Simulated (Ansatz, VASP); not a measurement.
# TaN: VASP beside Ansatz

INCAR

```
PREC = Accurate
ENCUT = 520
EDIFF = 1E-8
ISMEAR = -1
SIGMA = 0.02
LREAL = F
LASPH = T
NELM = 60
ALGO = Normal
ISIF = 2
LWAVE = F
LCHARG = F
GGA = PE
LEFG = T
NBANDS = 15
```

Contents of KPOINTS:

```
regular mesh
0
Gamma
  9 9 9
```

Contents of POSCAR:

```
TaN
1.0
   -0.0435800000      2.1572100000      2.1572100000
    2.1572100000     -0.0435800000      2.1572100000
    2.1572100000      2.1572100000     -0.0435800000
Ta N
1 1
Direct
    0.5000000000      0.5000000000      0.5000000000
    0.0000000000      0.0000000000      0.0000000000
```

Input for Ansatz:

```yaml
crystal:
  lattice:
    - [-0.04358, 2.15721, 2.15721]
    - [2.15721, -0.04358, 2.15721]
    - [2.15721, 2.15721, -0.04358]
  atoms:
    - { symbol: Ta, position: [0.5, 0.5, 0.5] }
    - { symbol: "N", position: [0.0, 0.0, 0.0] }
kpoints:
  mp_grid: { grid: [9, 9, 9] }
scf:
  occupations: { method: fermi_dirac, width: 0.02 }
hamiltonian:
  xc: pbe
  pseudopotentials: { kind: paw }
output:
  forces: true
  stress: true
  eigenvalues: true
  efg: { contact_densities: true }
```

Change from the starting cell: equal xy, yz and zx shear strains of -2 %, PAW files.

Alike in both runs: task electric field gradients; functional PBE; k mesh 9 × 9 × 9; occupations fermi-dirac, width 0.02 eV; no spin polarisation.

|  | VASP | Ansatz |
| --- | --- | --- |
| version | VASP 6.6.1 | Ansatz 0.2.0 |
| potentials or method | VASP PAW PBE potentials, release 64 (Ta_pv, N) | PAW with Ansatz's default frozen-core files, scalar-relativistic |
| plane-wave cutoff (eV) | 520 | 420 |
| valence electrons in the cell | 16 | 18 |

```tsv
	VASP	Ansatz	Ansatz less VASP
pressure (GPa)	15.6	14.6	-0.96
traceless stress, the component that is largest in VASP (GPa)	0.80	0.82	+0.023
size of Vzz on the site where it differs most (V/Å²)	5.6	2.3	-3.32
```

The functional is the same, so the differences come from potentials, cutoffs and numerics. VASP's potentials hold 16 valence electrons a cell and Ansatz's 18, so a difference there can come from the potentials and not from the codes.

Spin-orbit coupling is off throughout.
